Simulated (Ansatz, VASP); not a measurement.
# CdI2 in VASP and in Ansatz

The input INCAR:

```
SYSTEM = CdI2
  PREC = Accurate
  ENCUT = 500
  EDIFF = 1E-6
  ISMEAR = 0
  SIGMA = 0.01
  LREAL = .FALSE.
  LASPH = .TRUE.
  NELM = 120
  ALGO = Normal
  ISIF = 2
  LWAVE = .FALSE.
  LCHARG = .TRUE.
  GGA = PS
  LELF = .TRUE.
  LVHAR = .TRUE.
  NBANDS = 20
  GGA_COMPAT = .FALSE.
```

File KPOINTS:

```
regular mesh
0
G
  8 8 1
  0 0 0
```

The input POSCAR:

```
CdI2
1.0
    4.2470087284      0.0000000000      0.0000000000
   -2.1235043642      3.6780174489      0.0000000000
    0.0000000000      0.0000000000      6.8950251473
Cd I
1 2
Direct
    0.0000000000      0.0000000000      0.0000000000
    0.3333333333      0.6666666667      0.2493934756
    0.6666666667      0.3333333333      0.7506065244
```

Input for Ansatz:

```yaml
crystal:
  lattice:
    - [4.2470087284, 0.0, 0.0]
    - [-2.1235043642, 3.6780174489, 0.0]
    - [0.0, 0.0, 6.8950251473]
  atoms:
    - { symbol: Cd, position: [0.0, 0.0, 0.0] }
    - { symbol: I, position: [0.3333333333, 0.6666666667, 0.2493934756] }
    - { symbol: I, position: [0.6666666667, 0.3333333333, 0.7506065244] }
kpoints:
  mp_grid: { grid: [8, 8, 1] }
hamiltonian:
  xc: pbesol
scf:
  occupations: { method: fixed }
  n_extra_bands: 4
output:
  forces: true
  stress: true
  eigenvalues: true
```

Alike in both runs: task single point; functional PBEsol; k mesh 8 × 8 × 1; no spin polarisation.

```csv
,VASP,Ansatz
version,VASP 6.6.1,Ansatz 0.2.0
potentials or method,"VASP PAW PBE potentials, release 64 (Cd, I)",plane waves
plane-wave cutoff (eV),500,420
occupations,"gaussian, width 0.01 eV",fixed
valence electrons in the cell,26,54
```

```csv
,VASP,Ansatz,Ansatz less VASP
gap on the k mesh at the Fermi level (eV),2.39,2.40,+0.011
pressure (GPa),-0.9,-1.0,-0.12
"traceless stress, the component that is largest in VASP (GPa)",-0.67,-0.66,+0.011
rms of the force components (eV/Å),0.034,0.046,+0.0118
```

VASP's potentials were made for PBE, not for PBEsol. Atom by atom the forces differ by 0.012 eV/Å (rms over components). VASP's potentials hold 26 valence electrons a cell and Ansatz's 54, so a difference there can come from the potentials and not from the codes.

The k mesh is coarse, so the values compare programs but aren't converged. Neither program's run includes spin-orbit coupling.
